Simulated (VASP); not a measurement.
# ZnS (P6_3mc) in VASP: further runs

ZnS is run at these levels: PBE; tasks: single point.

Program: VASP 6.6.1. These are calculated values, not measurements. Logs are shortened: lines on timing, memory, paths and dates and some standing lists are left out, and cuts for length are marked.

## 1. The cell of the first run

The structure is hexagonal, space group P6_3mc (No. 186). Conventional cell: a = 3.506 Å, b = 3.506 Å, c = 5.735 Å, α = 90.00°, β = 90.00°, γ = 120.00°. Within 2.8 Å of Zn (site symmetry 3m) lie 4 S at 2.13 to 2.21 Å. S (site symmetry 3m) has 4 Zn at 2.13 to 2.21 Å within 2.8 Å.

## 2. Single point, PBE (strain -0.080 along x and y, -0.080 along z)

Contents of INCAR:

```
ALGO = Normal
EDIFF = 1E-6
ENCUT = 520
GGA = PE
ISIF = 2
ISMEAR = 0
LASPH = T
LCHARG = F
LREAL = F
LWAVE = F
NBANDS = 26
NELM = 60
PREC = Accurate
SIGMA = 0.05
```

Contents of KPOINTS:

```
k-points
0
Gamma
  12 12 6
```

Contents of POSCAR:

```
ZnS
1.0
    3.5061188790      0.0000000000      0.0000000000
   -1.7530594395      3.0363880179      0.0000000000
    0.0000000000      0.0000000000      5.7352800000
Zn S
2 2
Direct
    0.3333333333      0.6666666667      0.0000000000
    0.6666666667      0.3333333333      0.5000000000
    0.3333333333      0.6666666667      0.3850000000
    0.6666666667      0.3333333333      0.8850000000
```

Potentials or basis: VASP PAW PBE potentials, release 64 (Zn, S).

On the command line:

```
cat potpaw_PBE.64/Zn/POTCAR potpaw_PBE.64/S/POTCAR > POTCAR
mpirun -np 1 vasp_std > vasp.out
```

OUTCAR:

```text
EDIFF = 1E-6
   ENCUT = 520
   GGA = PE
   ISIF = 2
   ISMEAR = 0
   LASPH = T
   LREAL = F
   NELM = 60
   PREC = Accurate

 ion  position               nearest neighbor table
   1  0.333  0.667  0.000-   4 2.13   4 2.13   4 2.13   3 2.21
   2  0.667  0.333  0.500-   3 2.13   3 2.13   3 2.13   4 2.21
   3  0.333  0.667  0.385-   2 2.13   2 2.13   2 2.13   1 2.21
   4  0.667  0.333  0.885-   1 2.13   1 2.13   1 2.13   2 2.21

  LATTYP: Found a hexagonal cell.
 ALAT       =     3.5061188790
 C/A-ratio  =     1.6357916539

  Lattice vectors:

 A1 = (   3.5061188790,   0.0000000000,   0.0000000000)
 A2 = (  -1.7530594395,   3.0363880179,   0.0000000000)
 A3 = (   0.0000000000,   0.0000000000,   5.7352800000)

Analysis of symmetry for initial positions (statically):
=====================================================================
 Subroutine PRICEL returns:
 Original cell was already a primitive cell.

 Routine SETGRP: Setting up the symmetry group for a
 hexagonal supercell.

 Subroutine GETGRP returns: Found 12 space group operations
 (whereof  6 operations were pure point group operations)
 out of a pool of 24 trial point group operations.

The static configuration has the point symmetry C_3v.
 The point group associated with its full space group is C_6v.

Analysis of symmetry for dynamics (positions and initial velocities):
=====================================================================
 Subroutine PRICEL returns:
 Original cell was already a primitive cell.

 Routine SETGRP: Setting up the symmetry group for a
 hexagonal supercell.

 Subroutine GETGRP returns: Found 12 space group operations
 (whereof  6 operations were pure point group operations)
 out of a pool of 24 trial point group operations.

The dynamic configuration has the point symmetry C_3v.
 The point group associated with its full space group is C_6v.

 Subroutine INISYM returns: Found 12 space group operations
 (whereof  6 operations are pure point group operations),
 and found     1 'primitive' translations

----------------------------------------------------------------------------------------

                                     Primitive cell

  volume of cell :      61.0574

[... 82 lines left out ...]
 SYSTEM =  unknown system
   PREC   = accura    normal or accurate (medium, high low for compatibility)
   ISTART =      0    job   : 0-new  1-cont  2-samecut
   ICHARG =      2    charge: 1-file 2-atom 10-const
   ISPIN  =      1    spin polarized calculation?
   LNONCOLLINEAR =      F non collinear calculations
   LSORBIT =      F    spin-orbit coupling
   LASPH  =      T    aspherical Exc in radial PAW
   ENCUT  =  520.0 eV  38.22 Ry    6.18 a.u.   6.52  6.52 10.66*2*pi/ulx,y,z
   NELM   =     60;   NELMIN=  2; NELMDL= -5     # of ELM steps
   EDIFF  = 0.1E-05   stopping-criterion for ELM
   LREAL  =      F    real-space projection
   EDIFFG = 0.1E-04   stopping-criterion for IOM
   NSW    =      0    number of steps for IOM
   IBRION =     -1    ionic relax: 0-MD 1-quasi-New 2-CG
   NFREE  =      0    steps in history (QN), initial steepest desc. (CG)
   ISIF   =      2    stress and relaxation
   ISYM   =      2    0-nonsym 1-usesym 2-fastsym
   POTIM  = 0.5000    time-step for ionic-motion
   TEBEG  =    0.0;   TEEND  =   0.0 temperature during run
   PSTRESS=    0.0 pullay stress
   NELECT =      36.0000    total number of electrons
   NUPDOWN=      -1.0000    fix difference up-down
   EMIN   =  10.00;   EMAX   =-10.00  energy-range for DOS
   EFERMI =   0.00;   METHOD = LEGACY
   ISMEAR =     0;   SIGMA  =   0.05  broadening in eV -4-tet -1-fermi 0-gaus
   EFERMI_NEDOS =   21; number of points for ismear=-14 and -15
   IALGO  =     38    algorithm
   IMIX   =      4    mixing-type and parameters
     AMIX     =   0.40;   BMIX     =  1.00
     AMIX_MAG =   1.60;   BMIX_MAG =  1.00
  volume/ion in A,a.u.               =      15.26       103.01
  Fermi-wavevector in a.u.,A,eV,Ry     =   1.372765  2.594149 25.639953  1.884483
  Thomas-Fermi vector in A             =   2.498342
   LORBIT       =      0    0 simple, 1 ext, 2 COOP (PROOUT), +10 PAW based schemes
   GGA     = PE    functional components
   LHFCALC =     F    Hartree Fock is set to
   AEXX    =    0.0000 exact exchange contribution
   IVDW    =     0    specifies the selected vdW correction
   LEPSILON=     F    determine dielectric tensor
   LRPA    =     F    only Hartree local field effects (RPA)
 non-spin polarized calculation
 Gauss-broadening in eV      SIGMA  =   0.05
  energy-cutoff  :      520.00
  volume of cell :       61.06
 maximum number of plane-waves:      1681
 NGX is ok and might be reduce to    28
   NGX = 13   NGY = 13   NGZ = 21

 number of electron      36.0000005 magnetization

 Free energy of the ion-electron system (eV)
  ---------------------------------------------------
  ext. energy  EPLUGINS =         0.00000000
  ---------------------------------------------------
  free energy    TOTEN  =       -11.90062319 eV

  energy without entropy =      -11.90062319  energy(sigma->0) =      -11.90062319

 E-fermi :   5.1776     XC(G=0): -10.8845

 val. band max:        4.9001491957   @ k =   0.0000   0.0000   0.0000
 cond. band min:       8.0967810616   @ k =   0.5000  -0.0000   0.0000
 fundamental gap:      3.1966318659
 Fermi energy:         5.1775650806

 k-point     1 :       0.0000    0.0000    0.0000
  band No.  band energies     occupation
      1     -10.4115      2.00000
      2      -8.9540      2.00000
      3      -2.8706      2.00000
      4      -2.8706      2.00000
      5      -2.7787      2.00000
      6      -2.7787      2.00000
[... 685 lines left out ...]
     25      14.6157      0.00000
     26      15.7266      0.00000

 [... further k-points ...]
[... 5 lines left out ...]
  --------------------------------------------------------------------------------------
  -------------------------------------------------------------------------------------
  Total       14.9233668     14.9233668     11.9711618      0.0000000     -0.0000000      0.0000000
  in kB      391.5965567    391.5965567    314.1292320      0.0000000     -0.0000000      0.0000000
  external PRESSURE =     365.7741151 kB  Pullay stress =       0.0000000 kB

 VOLUME and BASIS-vectors are now :
 -----------------------------------------------------------------------------
  energy-cutoff  :      520.00
  volume of cell :       61.06
      direct lattice vectors                 reciprocal lattice vectors
     3.506118879  0.000000000  0.000000000     0.285215657  0.164669336  0.000000000
    -1.753059440  3.036388018  0.000000000     0.000000000  0.329338673  0.000000000
     0.000000000  0.000000000  5.735280000     0.000000000  0.000000000  0.174359404

 POSITION                                       TOTAL-FORCE (eV/Angst)
 -----------------------------------------------------------------------------------
     -0.00000      2.02426      0.00000        -0.000000      0.000000      0.733614
      1.75306      1.01213      2.86764         0.000000      0.000000      0.733614
     -0.00000      2.02426      2.20808         0.000000      0.000000     -0.733614
      1.75306      1.01213      5.07572        -0.000000     -0.000000     -0.733614
 -----------------------------------------------------------------------------------
    total drift:                               -0.000000      0.000000      0.000447

  FREE ENERGIE OF THE ION-ELECTRON SYSTEM (eV)
  ---------------------------------------------------
  free  energy   TOTEN  =       -11.9006231908 eV

  energy  without entropy=      -11.9006231908  energy(sigma->0) =      -11.90062319
```

stdout:

```text
POSCAR found type information on POSCAR ZnS
 POSCAR found :  2 types and       4 ions
 scaLAPACK will be used
 LDA part: xc-table for (Slater+PW92), standard interpolation
 POSCAR, INCAR and KPOINTS ok, starting setup
 FFT: planning ... GRIDC
 FFT: planning ... GRID_SOFT
 FFT: planning ... GRID
 WAVECAR not read
 entering main loop
```

Wall time 52 s (1 thread of Intel Xeon 6975P-C (Granite Rapids), shared host); peak memory 0.24 GiB.

What came out:

| Item | Value |
| --- | --- |
| Free energy | -11.9006 eV |
| Pressure | 36.6 GPa |
| Largest force | 0.734 eV/Å |
| Band gap on the k mesh | 3.20 eV (least direct gap 3.39 eV) |

Forces on the atoms (eV/Å):
```
Zn   0.000  0.000  0.734
Zn   0.000  0.000  0.734
S    0.000  0.000 -0.734
S    0.000  0.000 -0.734
```

Stress tensor (GPa, compression positive):
```
39.16  0.00  0.00
 0.00 39.16  0.00
 0.00  0.00 31.41
```

Caveat: the cell differs from its parent crystal (strain -0.080 along x and y, -0.080 along z); the cell stands under pressure. A k mesh can miss the band edges.

## 3. Single point, PBE (strain -0.080 along x and y, -0.040 along z)

Contents of INCAR:

```
  PREC = Accurate
  ENCUT = 520
  EDIFF = 1E-7
  ISMEAR = 0
  SIGMA = 0.05
  LREAL = F
  LASPH = T
  NELM = 60
  ALGO = Normal
  ISIF = 2
  LWAVE = F
  LCHARG = F
  GGA = PE
  NBANDS = 26
```

Contents of KPOINTS:

```
regular mesh
0
Gamma
  12 12 6
```

Changes to POSCAR since step 2:

```diff
@@ -4,3 +4,3 @@
    -1.7530594395      3.0363880179      0.0000000000
-    0.0000000000      0.0000000000      5.7352800000
+    0.0000000000      0.0000000000      5.9846400000
 Zn S
```

Potentials or basis: VASP PAW PBE potentials, release 64 (Zn, S).

On the command line:

```
cat potpaw_PBE.64/Zn/POTCAR potpaw_PBE.64/S/POTCAR > POTCAR
mpirun -np 1 vasp_std > vasp.out
```

It took 56 s on 1 thread of Intel Xeon 6975P-C (Granite Rapids), shared host; peak memory 0.24 GiB.

The run converged. Its results:

```yaml
Free_energy: -12.2999 eV
Pressure: 29.3 GPa
Largest_force: 1.236 eV/Å
Band_gap_on_the_k_mesh: 3.04 eV
```

Forces in eV/Å, atoms in the order of the input:
```
Zn   0.000  0.000  1.236
Zn   0.000  0.000  1.236
S    0.000  0.000 -1.236
S    0.000  0.000 -1.236
```

Stress tensor (GPa, compression positive):
```
35.17  0.00  0.00
 0.00 35.17  0.00
 0.00  0.00 17.58
```

Levels at points of the mesh, in eV from the valence-band top:
| k point | band 16 | band 17 | band 18 | band 19 | band 20 | band 21 |
| --- | --- | --- | --- | --- | --- | --- |
| (0.00, 0.00, 0.00) | -0.28 | 0.00 | 0.00 | 3.04 | 3.65 | 5.92 |
| (0.50, 0.00, 0.00) | -3.00 | -2.32 | -1.47 | 3.44 | 4.46 | 4.76 |
| (0.00, 0.00, 0.50) | -0.54 | -0.54 | -0.54 | 4.22 | 4.22 | 6.65 |
| (0.50, 0.00, 0.50) | -2.32 | -2.29 | -2.29 | 3.37 | 3.37 | 4.75 |

Caveat: the cell differs from its parent crystal (strain -0.080 along x and y, -0.040 along z); the cell stands under pressure; forces of over 1 eV/Å act on the atoms, so gaps and moduli don't describe the material at rest. A k mesh can miss the band edges.

## 4. Single point, PBE (strain -0.080 along x and y, +0.000 along z)

Contents of INCAR:

```
SYSTEM = ZnS
PREC = Accurate
ENCUT = 520
EDIFF = 1E-6
ISMEAR = 0
SIGMA = 0.05
LREAL = .FALSE.
LASPH = .TRUE.
NELM = 100
ALGO = Normal
ISIF = 2
LWAVE = .FALSE.
LCHARG = .FALSE.
GGA = PE
NBANDS = 26
```

Contents of KPOINTS:

```
regular mesh
0
G
  12 12 6
  0 0 0
```

Changes to POSCAR since step 3:

```diff
@@ -4,3 +4,3 @@
    -1.7530594395      3.0363880179      0.0000000000
-    0.0000000000      0.0000000000      5.9846400000
+    0.0000000000      0.0000000000      6.2340000000
 Zn S
```

On the command line:

```
cat potpaw_PBE.64/Zn/POTCAR potpaw_PBE.64/S/POTCAR > POTCAR
mpirun -np 1 vasp_std > vasp.out
```

It took 48 s on 1 thread of Intel Xeon 6975P-C (Granite Rapids), shared host; peak memory 0.25 GiB.

Results (log left out):

```
Free energy            : -12.5095 eV
Pressure               : 23.9 GPa
Largest force          : 1.455 eV/Å
Band gap on the k mesh : 2.60 eV
```

Forces on the atoms (eV/Å):
```
Zn   0.000  0.000  1.455
Zn   0.000  0.000  1.455
S    0.000  0.000 -1.455
S    0.000  0.000 -1.455
```

Stress tensor (GPa, compression positive):
```
31.71  0.00  0.00
 0.00 31.71  0.00
 0.00  0.00  8.31
```

Levels at points of the mesh, in eV from the valence-band top:
```tsv
k point	band 14	band 15	band 16	band 17	band 18	band 19	band 20	band 21	band 22	band 23
(0.00, 0.00, 0.00)	-0.83	-0.83	-0.52	0.00	0.00	2.60	3.87	5.70	6.39	6.39
(0.50, 0.00, 0.00)	-5.35	-4.05	-2.74	-2.23	-1.48	3.65	4.12	4.67	6.89	7.15
(0.00, 0.00, 0.50)	-3.68	-0.44	-0.44	-0.44	-0.44	4.30	4.30	6.61	6.61	6.82
(0.50, 0.00, 0.50)	-5.95	-2.38	-2.38	-2.15	-2.15	3.23	3.23	4.74	4.74	9.10
```

Caveat: the cell differs from its parent crystal (strain -0.080 along x and y, +0.000 along z); the cell stands under pressure; forces of over 1 eV/Å act on the atoms, so gaps and moduli don't describe the material at rest. A k mesh can miss the band edges.

## 5. Single point, PBE (strain -0.040 along x and y, -0.080 along z)

Contents of INCAR:

```
SYSTEM = ZnS
  PREC = Accurate
  ENCUT = 520
  EDIFF = 1E-6
  ISMEAR = 0
  SIGMA = 0.05
  LREAL = .False.
  LASPH = .True.
  NELM = 80
  ALGO = Normal
  ISIF = 2
  LWAVE = .False.
  LCHARG = .True.
  GGA = PE
  LELF = .True.
  LVHAR = .True.
  NBANDS = 26
```

Contents of KPOINTS:

```
Automatic mesh
0
Gamma
  12 12 6
  0 0 0
```

Contents of POSCAR:

```
ZnS
1.0
    3.6585588303      0.0000000000      0.0000000000
   -1.8292794152      3.1684048883      0.0000000000
    0.0000000000      0.0000000000      5.7352800000
Zn S
2 2
Direct
    0.3333333333      0.6666666667      0.0000000000
    0.6666666667      0.3333333333      0.5000000000
    0.3333333333      0.6666666667      0.3850000000
    0.6666666667      0.3333333333      0.8850000000
```

On the command line:

```
cat potpaw_PBE.64/Zn/POTCAR potpaw_PBE.64/S/POTCAR > POTCAR
mpirun -np 1 vasp_std > vasp.out
```

Wall time 57 s (1 thread of Intel Xeon 6975P-C (Granite Rapids), shared host); peak memory 0.25 GiB.

The run converged. Its results:

```
Free energy            : -12.8639 eV
Pressure               : 21.0 GPa
Largest force          : 0.035 eV/Å
Band gap on the k mesh : 2.84 eV
```

Forces in eV/Å, atoms in the order of the input:
```
Zn   0.000  0.000 -0.035
Zn   0.000  0.000 -0.035
S    0.000  0.000  0.035
S    0.000  0.000  0.035
```

Stress tensor (GPa, compression positive):
```
19.25  0.00  0.00
 0.00 19.25  0.00
 0.00  0.00 24.62
```

Levels at points of the mesh, in eV from the valence-band top:
```
           k point  band 15  band 16  band 17  band 18  band 19  band 20  band 21  band 22
(0.00, 0.00, 0.00)    -1.38    -0.12    -0.12     0.00     2.84     3.00     5.84     5.84
(0.50, 0.00, 0.00)    -4.10    -3.13    -2.16    -1.27     3.11     4.64     5.15     6.77
(0.00, 0.00, 0.50)    -0.78    -0.78    -0.78    -0.78     3.66     3.66     6.33     6.33
(0.50, 0.00, 0.50)    -2.28    -2.28    -1.87    -1.87     3.55     3.55     5.06     5.06
```

Caveat: the cell differs from its parent crystal (strain -0.040 along x and y, -0.080 along z); the cell stands under pressure. A k mesh can miss the band edges.

## 6. Summary

| cell | gap on the mesh (eV) | pressure (GPa) | largest force (eV/Å) |
| --- | --- | --- | --- |
| a = 3.506, b = 3.506, c = 5.735 Å, angles 90.0, 90.0, 120.0°, 4 atoms | 3.20 | 36.6 | 0.73 |
| a = 3.506, b = 3.506, c = 5.985 Å, angles 90.0, 90.0, 120.0°, 4 atoms | 3.04 | 29.3 | 1.24 |
| a = 3.506, b = 3.506, c = 6.234 Å, angles 90.0, 90.0, 120.0°, 4 atoms | 2.60 | 23.9 | 1.46 |
| a = 3.659, b = 3.659, c = 5.735 Å, angles 90.0, 90.0, 120.0°, 4 atoms | 2.84 | 21.0 | 0.04 |

Alike in all rows: task single point; level PBE; potentials or basis VASP PAW PBE potentials, release 64 (Zn, S); no spin polarisation; k mesh 12 × 12 × 6; cutoff (eV) 520; smearing gaussian 0.05 eV.

Caveats: the cell stands under pressure; forces of over 1 eV/Å act on the atoms, so gaps and moduli don't describe the material at rest (at least some runs).

Total energies depend on the potentials used, so only differences within one code and one set of settings carry meaning.
